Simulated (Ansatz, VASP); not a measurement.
## One calculation of Hg, two programs

File INCAR:

```
SYSTEM = Hg
  PREC = Accurate
  ENCUT = 520
  EDIFF = 1E-6
  ISMEAR = -1
  SIGMA = 0.1
  LREAL = .FALSE.
  LASPH = .TRUE.
  NELM = 60
  ALGO = Normal
  ISIF = 2
  LWAVE = .FALSE.
  LCHARG = .FALSE.
  GGA = PS
  NBANDS = 19
```

File KPOINTS:

```
Automatic mesh
0
G
  9 9 9
  0 0 0
```

The input POSCAR:

```
Hg
1.0
    0.0000000000      3.2246774525      3.2246774525
    3.2246774525      0.0000000000      3.2246774525
    3.2246774525      3.2246774525      0.0000000000
Hg
2
Direct
    0.1250000000      0.1250000000      0.1250000000
    0.8750000000      0.8750000000      0.8750000000
```

Input for Ansatz:

```yaml
crystal:
  lattice:
    - [0.0, 3.2246774525, 3.2246774525]
    - [3.2246774525, 0.0, 3.2246774525]
    - [3.2246774525, 3.2246774525, 0.0]
  atoms:
    - { symbol: Hg, position: [0.125, 0.125, 0.125] }
    - { symbol: Hg, position: [0.875, 0.875, 0.875] }
hamiltonian:
  xc: pbesol
  pseudopotentials:
    kind: paw
    azcp:
      Hg: "pseudopotentials/Hg.paw.azcp"
basis:
  ecutwfc: 420
  fft_grid_basis: typed
kpoints:
  mp_grid: { grid: [9, 9, 9], shift: [0, 0, 0] }
magnetization:
  spin_polarized: false
scf:
  occupations: { method: fermi_dirac, width: 0.1 }
  lower_state_search: "off"
output:
  stress: true
  write_density: true
  write_potential: true
  elf: true
  volumetric_format: npy
```

Alike in both runs: task single point; functional PBEsol; k mesh 9 × 9 × 9; occupations fermi-dirac, width 0.1 eV; no spin polarisation.

|  | VASP | Ansatz |
| --- | --- | --- |
| version | VASP 6.6.1 | Ansatz 0.2.0 |
| potentials or method | VASP PAW PBE potentials, release 64 (Hg), cutoff 520 eV | plane waves (420 eV) with PAW, scalar-relativistic |
| valence electrons in the cell | 24 | 40 |

Ansatz gave:

```
pressure (GPa) : 1.7
```

Question: What did VASP give for the same quantities?

Answer: Pressure (GPa): 2.1.

VASP's potentials were made for PBE, not for PBEsol, and Ansatz warns of the same on its side. The functional is the same, so the differences come from potentials, cutoffs and numerics. VASP's potentials hold 24 valence electrons a cell and Ansatz's 40, so a difference there can come from the potentials and not from the codes.

Neither program's run includes spin-orbit coupling.
